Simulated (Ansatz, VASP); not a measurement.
# Two plane-wave programs on CdS

```xyz
2
Lattice="0.0000 2.9165 2.9165 2.9165 0.0000 2.9165 2.9165 2.9165 0.0000" Properties=species:S:1:pos:R:3 pbc="T T T"
Cd    0.0000    0.0000    0.0000
S     1.4583    1.4583    1.4583
```

Alike in both runs: task relaxation of the atoms; functional PBE; k mesh 8 × 8 × 8; occupations fermi-dirac, width 0.02 eV; no spin polarisation.

```csv
,VASP,Ansatz
version,VASP 6.6.1,Ansatz 0.2.0
potentials or method,"VASP PAW PBE potentials, release 64 (Cd, S)","plane-wave PAW, scalar-relativistic"
plane-wave cutoff (eV),450,420
valence electrons in the cell,18,26
```

```tsv
	VASP	Ansatz	Ansatz less VASP
gap on the k mesh at the Fermi level, each at its own relaxed structure (eV)	1.15	1.15	-0.004
```

VASP's potentials hold 18 valence electrons a cell and Ansatz's 26, so a difference there can come from the potentials and not from the codes. Ansatz's warnings: stress scf threshold loose.

Noted on VASP's run: the relaxation stopped at its first step, so nothing moved.
